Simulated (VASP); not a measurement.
# MnPt2 (P-3m1) in VASP: settings compared

MnPt2 is run at these levels: PBE, LDA; tasks: vibrations by perturbation theory.

Everything below comes from runs of VASP 6.6.1. Logs are shortened: lines on timing, memory, paths and dates and some standing lists are left out, and cuts for length are marked.

## Step 1: The cell of the first run

The structure is trigonal, space group P-3m1 (No. 164). Conventional cell: a = 2.858 Å, b = 2.858 Å, c = 6.533 Å, α = 90.00°, β = 90.00°, γ = 120.00°. Pt (site symmetry 3m) has 3 Mn at 2.64 Å and 9 Pt at 2.86 to 2.91 Å within 3.5 Å. Within 3.5 Å of Mn (site symmetry -3m) lie 6 Pt at 2.64 Å and 6 Mn at 2.86 Å.

## Step 2: Vibrations by perturbation theory, PBE, collinear spin, ferromagnetic start

Contents of INCAR:

```
SYSTEM = MnPt2
PREC = Accurate
ENCUT = 520
EDIFF = 1E-8
ISMEAR = -1
SIGMA = 0.05
LREAL = .False.
LASPH = .True.
NELM = 150
ALGO = Fast
ISIF = 2
LWAVE = .False.
LCHARG = .True.
ISPIN = 2
MAGMOM = 0 0 4
LORBIT = 11
LMAXMIX = 4
GGA = PE
IBRION = 8
NSW = 1
```

Contents of KPOINTS:

```
regular mesh
0
Gamma
  8 8 3
  0 0 0
```

Contents of POSCAR:

```
MnPt2
1.0
    2.8584044518      0.0000000000      0.0000000000
   -1.4292022259      2.4754508696      0.0000000000
    0.0000000000      0.0000000000      6.5325040000
Pt Mn
2 1
Direct
    0.6666666667      0.3333333333      0.3162060000
    0.3333333333      0.6666666667      0.6837940000
    0.0000000000      0.0000000000      0.0000000000
```

Potentials or basis: VASP PAW PBE potentials, release 64 (Pt, Mn_pv).

Launch:

```
cat potpaw_PBE.64/Pt/POTCAR potpaw_PBE.64/Mn_pv/POTCAR > POTCAR
mpirun -np 1 vasp_std > vasp.out
```

OUTCAR:

```text
SYSTEM = MnPt2
   PREC = Accurate
   ENCUT = 520
   EDIFF = 1E-8
   ISMEAR = -1
   LREAL = .False.
   LASPH = .True.
   NELM = 150
   ISIF = 2
   ISPIN = 2
   LORBIT = 11
   GGA = PE
   IBRION = 8
   NSW = 1

 ion  position               nearest neighbor table
   1  0.667  0.333  0.316-   3 2.64   3 2.64   3 2.64   2 2.91   2 2.91   2 2.91
   2  0.333  0.667  0.684-   3 2.64   3 2.64   3 2.64   1 2.91   1 2.91   1 2.91
   3  0.000  0.000  0.000-   1 2.64   2 2.64   1 2.64   2 2.64   1 2.64   2 2.64

  LATTYP: Found a hexagonal cell.
 ALAT       =     2.8584044518
 C/A-ratio  =     2.2853672775

  Lattice vectors:

 A1 = (   2.8584044518,   0.0000000000,   0.0000000000)
 A2 = (  -1.4292022259,   2.4754508696,   0.0000000000)
 A3 = (   0.0000000000,   0.0000000000,   6.5325040000)

Analysis of symmetry for initial positions (statically):
=====================================================================
 Subroutine PRICEL returns:
 Original cell was already a primitive cell.

 Routine SETGRP: Setting up the symmetry group for a
 hexagonal supercell.

 Subroutine GETGRP returns: Found 12 space group operations
 (whereof 12 operations were pure point group operations)
 out of a pool of 24 trial point group operations.

The static configuration has the point symmetry D_3d.

Analysis of symmetry for dynamics (positions and initial velocities):
=====================================================================
 Subroutine PRICEL returns:
 Original cell was already a primitive cell.

 Routine SETGRP: Setting up the symmetry group for a
 hexagonal supercell.

 Subroutine GETGRP returns: Found 12 space group operations
 (whereof 12 operations were pure point group operations)
 out of a pool of 24 trial point group operations.

The dynamic configuration has the point symmetry D_3d.

Analysis of structural, dynamic, and magnetic symmetry:
=====================================================================
 Subroutine PRICEL returns:
 Original cell was already a primitive cell.

 Routine SETGRP: Setting up the symmetry group for a
 hexagonal supercell.

 Subroutine GETGRP returns: Found 12 space group operations
 (whereof 12 operations were pure point group operations)
 out of a pool of 24 trial point group operations.

The overall configuration has the point symmetry D_3d.

 Subroutine INISYM returns: Found 12 space group operations
 (whereof 12 operations are pure point group operations),
 and found     1 'primitive' translations

----------------------------------------------------------------------------------------

                                     Primitive cell

  volume of cell :      46.2230

  direct lattice vectors                    reciprocal lattice vectors
     2.858404452  0.000000000  0.000000000     0.349845523  0.201983407  0.000000000
    -1.429202226  2.475450870  0.000000000     0.000000000  0.403966814  0.000000000
     0.000000000  0.000000000  6.532504000     0.000000000  0.000000000  0.153080656

  length of vectors
     2.858404452  2.858404452  6.532504000     0.403966814  0.403966814  0.153080656

  position of ions in fractional coordinates (direct lattice)
     0.666666667  0.333333333  0.316206000
     0.333333333  0.666666667  0.683794000
     0.000000000  0.000000000  0.000000000

  ion indices of the primitive-cell ions
   primitive index   ion index
                 1           1
                 2           2
[... 139 lines left out ...]
      6       3.6790      1.00000
[... 589 lines left out ...]
     21      15.1674      0.00000
     22      16.3285      0.00000

 [... further k-points ...]

 spin component 2

 k-point     1 :       0.0000    0.0000    0.0000
  band No.  band energies     occupation
      1     -36.3832      1.00000
      2     -36.2834      1.00000
      3     -36.2834      1.00000
      4       0.4945      1.00000
      5       2.7241      1.00000
      6       4.4654      1.00000
[... 589 lines left out ...]
     21      16.0750      0.00000
     22      17.0020      0.00000

 [... further k-points ...]

------------------------ aborting loop because EDIFF is reached ----------------------------------------

  FORCE on cell =-STRESS in cart. coord.  units (eV):
  Direction    XX          YY          ZZ          XY          YZ          ZX
  --------------------------------------------------------------------------------------
  -------------------------------------------------------------------------------------
  Total       -0.2692541     -0.2692541     -0.3211604      0.0000000      0.0000000      0.0000000
  in kB       -9.3328686     -9.3328686    -11.1320440      0.0000000      0.0000000      0.0000000
  external PRESSURE =      -9.9325937 kB  Pullay stress =       0.0000000 kB

 VOLUME and BASIS-vectors are now :
 -----------------------------------------------------------------------------
  energy-cutoff  :      520.00
  volume of cell :       46.22
      direct lattice vectors                 reciprocal lattice vectors
     2.858404452  0.000000000  0.000000000     0.349845523  0.201983407  0.000000000
    -1.429202226  2.475450870  0.000000000     0.000000000  0.403966814  0.000000000
     0.000000000  0.000000000  6.532504000     0.000000000  0.000000000  0.153080656

 POSITION                                       TOTAL-FORCE (eV/Angst)
 -----------------------------------------------------------------------------------
      1.42920      0.82515      2.06562        -0.000000      0.000000      0.007806
     -0.00000      1.65030      4.46689         0.000000      0.000000     -0.007806
      0.00000      0.00000      0.00000         0.000000      0.000000      0.000000
 -----------------------------------------------------------------------------------
    total drift:                                0.000000     -0.000000     -0.000000

  FREE ENERGIE OF THE ION-ELECTRON SYSTEM (eV)
  ---------------------------------------------------
  free  energy   TOTEN  =       -21.7946587352 eV

  energy  without entropy=      -21.7744003621  energy(sigma->0) =      -21.78452955

[... ionic steps 2 to 9 ...]

--------------------------------------- Ionic step       10  -------------------------------------------

------------------------ aborting loop because EDIFF is reached ----------------------------------------

[... ionic steps 11 to 11 ...]

--------------------------------------- Ionic step       12  -------------------------------------------

 Free energy of the ion-electron system (eV)
  ---------------------------------------------------
  ---------------------------------------------------
  free energy    TOTEN  =        -0.73278808 eV

  energy without entropy =       -0.73278809

------------------------ aborting loop because EDIFF is reached ----------------------------------------

 INTERNAL STRAIN TENSOR  FOR ION    3  DIRECTION 3   (eV/Angst):
 -----------------------------------------------------------------------------
    -0.00813 -0.00000  0.00000
     0.00000 -0.00813 -0.00000
    -0.00000  0.00000  0.03747

 INTERNAL STRAIN TENSOR FOR ION    3 for displacements in x,y,z  (eV/Angst):
          X           Y           Z          XY          YZ          ZX
  --------------------------------------------------------------------------------
  x     0.00000     0.00000     0.00000     0.00000     0.00000     0.00000
  y     0.00000     0.00000     0.00000     0.00000     0.00000     0.00000
  z     0.00000     0.00000     0.00000     0.00000     0.00000     0.00000

 SECOND DERIVATIVES (NOT SYMMETRIZED)
 ------------------------------------
               1X          1Y          1Z          2X          2Y          2Z          3X          3Y          3Z
  1X    -1.685658    0.000000    0.000000    0.376359    0.000000    0.000000    1.309299    0.000000    0.000000
  1Y     0.000000   -1.685658    0.000000    0.000000    0.376359    0.000000    0.000000    1.309299    0.000000
  1Z    -0.000000    0.000000  -10.040178    0.000000    0.000000    3.686687    0.000000    0.000000    6.353492
  2X     0.376359    0.000000    0.000000   -1.685658    0.000000    0.000000    1.309299    0.000000    0.000000
  2Y     0.000000    0.376359    0.000000    0.000000   -1.685658    0.000000    0.000000    1.309299    0.000000
  2Z     0.000000    0.000000    3.686687   -0.000000    0.000000  -10.040178    0.000000    0.000000    6.353492
  3X     1.295817    0.000000    0.000000    1.295817    0.000000    0.000000   -2.591634    0.000000    0.000000
  3Y     0.000000    1.295817    0.000000    0.000000    1.295817    0.000000    0.000000   -2.591634    0.000000
  3Z     0.000000    0.000000    6.323917   -0.000000    0.000000    6.323917    0.000000   -0.000000  -12.647834

 Eigenvectors and eigenvalues of the dynamical matrix
 ----------------------------------------------------

   1 f  =    8.014091 THz    50.354019 2PiTHz  267.321302 cm-1    33.143602 meV
             X         Y         Z           dx          dy          dz
      1.429202  0.825150  2.065617     0.000000    0.000000   -0.248933
     -0.000000  1.650301  4.466887     0.000000    0.000000   -0.248933
      0.000000  0.000000  0.000000    -0.000000   -0.000000    0.935983
[... 43 lines left out ...]
   9 f/i=    0.006202 THz     0.038967 2PiTHz    0.206868 cm-1     0.025648 meV
             X         Y         Z           dx          dy          dz
      1.429202  0.825150  2.065617     0.021923    0.661243   -0.000000
     -0.000000  1.650301  4.466887     0.021923    0.661243   -0.000000
      0.000000  0.000000  0.000000     0.011695    0.352730   -0.000000

--------------------------------------------------------------------------------------------------------

 ELASTIC MODULI CONTR FROM IONIC RELAXATION (kBar)
 Direction    XX          YY          ZZ          XY          YZ          ZX
 --------------------------------------------------------------------------------
 XX         -62.8849     36.2753    -21.0954     -0.0000    -12.9380     -0.0000
 YY          36.2753    -62.8849    -21.0954     -0.0000     12.9380     -0.0000
 ZZ         -21.0954    -21.0954    -33.4477     -0.0000      0.0000     -0.0000
 XY          -0.0000     -0.0000     -0.0000    -49.5801     -0.0000    -12.4825
 YZ         -12.9380     12.9380      0.0000     -0.0000     -3.3762     -0.0000
 ZX          -0.0000     -0.0000     -0.0000    -12.4825     -0.0000     -3.1426
 --------------------------------------------------------------------------------

 total charge

# of ion       s       p       d       tot
------------------------------------------
    1        0.651   0.536   8.041   9.228
    2        0.651   0.536   8.041   9.228
    3        0.321   6.268   4.955  11.544
--------------------------------------------------
tot          1.623   7.339  21.037  30.000

 magnetization (x)

# of ion       s       p       d       tot
------------------------------------------
    1       -0.017  -0.005   0.289   0.266
    2       -0.017  -0.005   0.289   0.266
    3        0.019   0.024   3.702   3.745
--------------------------------------------------
tot         -0.015   0.014   4.279   4.278
```

It took 7.9 min on 1 thread of Intel Xeon 6975P-C (Granite Rapids), shared host; peak memory 0.5 GiB.

Results:

```yaml
Net_moment: 4.46 μB per cell
Site_moments: Pt +0.27; Mn +3.75 μB
Valence_electrons_inside_the_program's_atomic_spheres: Pt 9.23; Mn 11.54
Highest_phonon_frequency_at_Γ: 267 cm⁻¹
```

Phonon frequencies in cm⁻¹ (negative: imaginary):
```tsv
q point	frequencies
(0.000, 0.000, 0.000)	0 0 0 54 54 121 121 138 267
```

Caveat: spin-orbit coupling is left out, which moves the levels of the heavy elements.

## Step 3: Vibrations by perturbation theory, LDA, collinear spin, ferromagnetic start

Contents of INCAR:

```
SYSTEM = MnPt2
PREC = Accurate
ENCUT = 520
EDIFF = 1E-8
ISMEAR = -1
SIGMA = 0.05
LREAL = .FALSE.
LASPH = .TRUE.
NELM = 150
ALGO = Fast
ISIF = 2
LWAVE = .FALSE.
LCHARG = .FALSE.
ISPIN = 2
MAGMOM = 0 0 4
LORBIT = 11
LMAXMIX = 4
NBANDS = 28
IBRION = 8
NSW = 1
```

Contents of KPOINTS:

```
regular mesh
0
G
  8 8 3
  0 0 0
```

POSCAR is that of step 2.

Potentials or basis: VASP PAW LDA potentials, release 64 (Pt, Mn_pv).

Launch:

```
cat potpaw_LDA.64/Pt/POTCAR potpaw_LDA.64/Mn_pv/POTCAR > POTCAR
mpirun -np 1 vasp_std > vasp.out
```

OUTCAR:

```text
SYSTEM = MnPt2
   PREC = Accurate
   ENCUT = 520
   EDIFF = 1E-8
   ISMEAR = -1
   LREAL = .FALSE.
   LASPH = .TRUE.
   NELM = 150
   ISIF = 2
   ISPIN = 2
   LORBIT = 11
   IBRION = 8
   NSW = 1

 ion  position               nearest neighbor table
   1  0.667  0.333  0.316-   3 2.64   3 2.64   3 2.64   2 2.91   2 2.91   2 2.91
   2  0.333  0.667  0.684-   3 2.64   3 2.64   3 2.64   1 2.91   1 2.91   1 2.91
   3  0.000  0.000  0.000-   1 2.64   2 2.64   1 2.64   2 2.64   1 2.64   2 2.64

  LATTYP: Found a hexagonal cell.
 ALAT       =     2.8584044518
 C/A-ratio  =     2.2853672775

  Lattice vectors:

 A1 = (   2.8584044518,   0.0000000000,   0.0000000000)
 A2 = (  -1.4292022259,   2.4754508696,   0.0000000000)
 A3 = (   0.0000000000,   0.0000000000,   6.5325040000)

Analysis of symmetry for initial positions (statically):
=====================================================================
 Subroutine PRICEL returns:
 Original cell was already a primitive cell.

 Routine SETGRP: Setting up the symmetry group for a
 hexagonal supercell.
[... 1761 lines left out ...]
  2Z     0.000000   -0.000000    2.682851    0.000000    0.000000   -8.054989    0.000000    0.000000    5.372137
  3X     1.208413    0.000000    0.000000    1.208413    0.000000    0.000000   -2.416827    0.000000    0.000000
  3Y     0.000000    1.208413    0.000000    0.000000    1.208413    0.000000    0.000000   -2.416827    0.000000
  3Z    -0.000000    0.000000    5.330527    0.000000    0.000000    5.330527    0.000000    0.000000  -10.661054

 Eigenvectors and eigenvalues of the dynamical matrix
 ----------------------------------------------------

   1 f  =    7.359195 THz    46.239185 2PiTHz  245.476319 cm-1    30.435171 meV
             X         Y         Z           dx          dy          dz
      1.429202  0.825150  2.065617    -0.000000    0.000000   -0.249273
     -0.000000  1.650301  4.466887    -0.000000    0.000000   -0.249273
      0.000000  0.000000  0.000000     0.000000   -0.000000    0.935802
[... 43 lines left out ...]
   9 f/i=    0.009439 THz     0.059305 2PiTHz    0.314842 cm-1     0.039035 meV
             X         Y         Z           dx          dy          dz
      1.429202  0.825150  2.065617    -0.000000   -0.000000    0.661712
     -0.000000  1.650301  4.466887    -0.000000   -0.000000    0.661712
      0.000000  0.000000  0.000000    -0.000000   -0.000000    0.352525

--------------------------------------------------------------------------------------------------------

 ELASTIC MODULI CONTR FROM IONIC RELAXATION (kBar)
 Direction    XX          YY          ZZ          XY          YZ          ZX
 --------------------------------------------------------------------------------
 XX         -46.4866     30.2006    -10.0805     -0.0000     -4.8705     -0.0000
 YY          30.2006    -46.4866    -10.0805      0.0000      4.8705      0.0000
 ZZ         -10.0805    -10.0805    -12.4789      0.0000      0.0000      0.0000
 XY          -0.0000      0.0000      0.0000    -38.3436     -0.0000    -13.9396
 YZ          -4.8705      4.8705      0.0000     -0.0000     -0.6187     -0.0000
 ZX          -0.0000      0.0000      0.0000    -13.9396     -0.0000     -5.0676
 --------------------------------------------------------------------------------

 total charge

# of ion       s       p       d       tot
------------------------------------------
    1        0.652   0.534   8.028   9.215
    2        0.652   0.534   8.028   9.215
    3        0.323   6.264   4.986  11.573
--------------------------------------------------
tot          1.628   7.333  21.042  30.002

 magnetization (x)

# of ion       s       p       d       tot
------------------------------------------
    1       -0.013   0.002   0.223   0.213
    2       -0.013   0.002   0.223   0.213
    3        0.012   0.019   3.418   3.449
--------------------------------------------------
tot         -0.014   0.024   3.865   3.874
```

OSZICAR:

```text
N       E                     dE             d eps       ncg     rms          rms(c)
DAV:   1     0.274656910827E+03    0.27466E+03   -0.17026E+04  2808   0.126E+03
DAV:   2    -0.143531586906E+02   -0.28901E+03   -0.26823E+03  2860   0.342E+02
DAV:   3    -0.267285554840E+02   -0.12375E+02   -0.12043E+02  3112   0.777E+01
DAV:   4    -0.268675373356E+02   -0.13898E+00   -0.13887E+00  3208   0.813E+00
[... 96 lines left out ...]
RMM:  14    -0.731058782084E+00   -0.12475E-05   -0.48453E-09  5634   0.146E-04    0.180E-05
RMM:  15    -0.731058983321E+00   -0.20124E-06   -0.94526E-08  5864   0.122E-04    0.567E-06
RMM:  16    -0.731058938999E+00    0.44322E-07    0.19001E-08  5990   0.112E-04    0.266E-06
RMM:  17    -0.731058927138E+00    0.11861E-07   -0.46566E-08  6107   0.106E-04    0.138E-06
RMM:  18    -0.731058924929E+00    0.22091E-08    0.98321E-09  6099   0.103E-04    0.852E-07
 Linear response finished
```

Wall time 7.5 min (1 thread of Intel Xeon 6975P-C (Granite Rapids), shared host); peak memory 0.54 GiB.

What came out:

```
Net moment                                            : 4.05 μB per cell
Site moments                                          : Pt +0.21; Mn +3.45 μB
Valence electrons inside the program's atomic spheres : Pt 9.21; Mn 11.57
Highest phonon frequency at Γ                         : 245 cm⁻¹
```

Phonon frequencies in cm⁻¹ (negative: imaginary):
```tsv
q point	frequencies
(0.000, 0.000, 0.000)	0 0 0 53 53 117 117 122 245
```

Caveat: the cell stands under pressure or tension, which shifts response properties; spin-orbit coupling is left out, which moves the levels of the heavy elements.
